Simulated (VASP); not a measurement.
A run of VASP 6.6.1 is set up as follows.

POSCAR

```
NaF
1.0
    0.0000000000      2.5312613675      2.5312613675
    2.5312613675      0.0000000000      2.5312613675
    2.5312613675      2.5312613675      0.0000000000
Na F
1 1
Direct
    0.0000000000      0.0000000000      0.0000000000
    0.2500000000      0.2500000000      0.2500000000
```

The input INCAR.step1:

```
SYSTEM = NaF
PREC = Accurate
ENCUT = 520
ISMEAR = 0
SIGMA = 0.01
LREAL = .FALSE.
LASPH = .TRUE.
NELM = 100
NBANDS = 14
GGA = PE
ALGO = Normal
EDIFF = 1E-4
LWAVE = .TRUE.
LCHARG = .FALSE.
```

INCAR.step2

```
SYSTEM = NaF
PREC = Accurate
ENCUT = 520
EDIFF = 1E-7
ISMEAR = 0
SIGMA = 0.01
LREAL = .FALSE.
LASPH = .TRUE.
NELM = 100
ALGO = Normal
ISIF = 2
LWAVE = .FALSE.
LCHARG = .FALSE.
METAGGA = R2SCAN
LMIXTAU = .TRUE.
NBANDS = 14
ISTART = 1
```

The input KPOINTS:

```
regular mesh
0
G
  8 8 8
  0 0 0
```

Potentials or basis: VASP PAW PBE potentials, release 64 (Na_pv, F).

Run with:

```sh
$ cat potpaw_PBE.64/Na_pv/POTCAR potpaw_PBE.64/F/POTCAR > POTCAR
$ cp INCAR.step1 INCAR
$ mpirun -np 1 vasp_std > vasp.out
$ cp INCAR.step2 INCAR
$ mpirun -np 1 vasp_std > vasp.out
```

(1) Predict the pressure.

(2) Predict the band gap on the k mesh.

Answers

(1) -0.3 GPa.

(2) 6.27 eV, direct.

Caveat: the PAW data sets were made with another functional, which shifts forces and pressure a little.
